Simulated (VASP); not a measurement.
A run of VASP 6.6.1 is set up as follows.

INCAR

```
PREC = Accurate
ENCUT = 500
EDIFF = 1E-6
ISMEAR = 0
SIGMA = 0.1
LREAL = F
LASPH = T
NELM = 120
ALGO = Normal
ISIF = 2
LWAVE = F
LCHARG = F
GGA = PE
IVDW = 12
NBANDS = 11
GGA_COMPAT = F
```

KPOINTS

```
regular mesh
0
Gamma
  1 1 1
```

POSCAR

```
AlP
1.0
    0.0000000000      2.7364837130      2.7364837130
    2.7364837130      0.0000000000      2.7364837130
    2.7364837130      2.7364837130      0.0000000000
Al P
1 1
Direct
    0.0000000000      0.0000000000      0.0000000000
    0.7500000000      0.7500000000      0.7500000000
```

Potentials or basis: VASP PAW PBE potentials, release 64 (Al, P).

Command:

```sh
$ cat potpaw_PBE.64/Al/POTCAR potpaw_PBE.64/P/POTCAR > POTCAR
$ mpirun -np 1 vasp_gam > vasp.out
```

**Question.** Estimate the band gap on the k mesh.

**Answer.** 3.12 eV.

**Question.** Estimate the pressure.

**Answer.** 27.9 GPa.

**Question.** What does it give for the dispersion energy per atom?

**Answer.** -0.306 eV.

Caveat: the k points lie up to 1.99 Å⁻¹ apart. A k mesh can miss the band edges.
